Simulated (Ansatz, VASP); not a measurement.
One calculation of CdO5, two programs

```
CELL_PARAMETERS angstrom
3.77945 0.00000 0.00000
-1.88972 3.27310 0.00000
0.00000 0.00000 8.92677
ATOMIC_POSITIONS crystal
Cd 0.00000 0.00000 0.00000
O 0.00000 0.00000 0.56798
O 0.00000 0.00000 0.43202
O 0.66667 0.33333 0.56795
O 0.66667 0.33333 0.43205
O 0.33333 0.66667 0.00000
```

Alike in both runs: functional PBE; k mesh 12 × 12 × 4; occupations gaussian, width 0.1 eV; no spin polarisation.

Ansatz relaxed the structure, and its values are those at the end. VASP's run is a single point on that final structure, the one shown.

|  | VASP | Ansatz |
| --- | --- | --- |
| version | VASP 6.6.1 | Ansatz 0.2.0 |
| potentials or method | VASP PAW PBE potentials, release 64 (Cd, O), cutoff 520 eV | scalar-relativistic, plane waves, PAW |
| valence electrons in the cell | 42 | 50 |

|  | VASP | Ansatz | Ansatz less VASP |
| --- | --- | --- | --- |
| gap on the k mesh at the Fermi level (eV) | none | none | - |
| pressure (GPa) | 1.6 | 0.0 | -1.59 |
| rms of the force components (eV/Å) | 0.587 | 0.000 | -0.5872 |

A gap of «none» marks a metal or a gap that the smearing closes. VASP's potentials hold 42 valence electrons a cell and Ansatz's 50, so a difference there can come from the potentials and not from the codes.

Noted on VASP's run: the standard files for N, O and F lose accuracy on very short bonds.
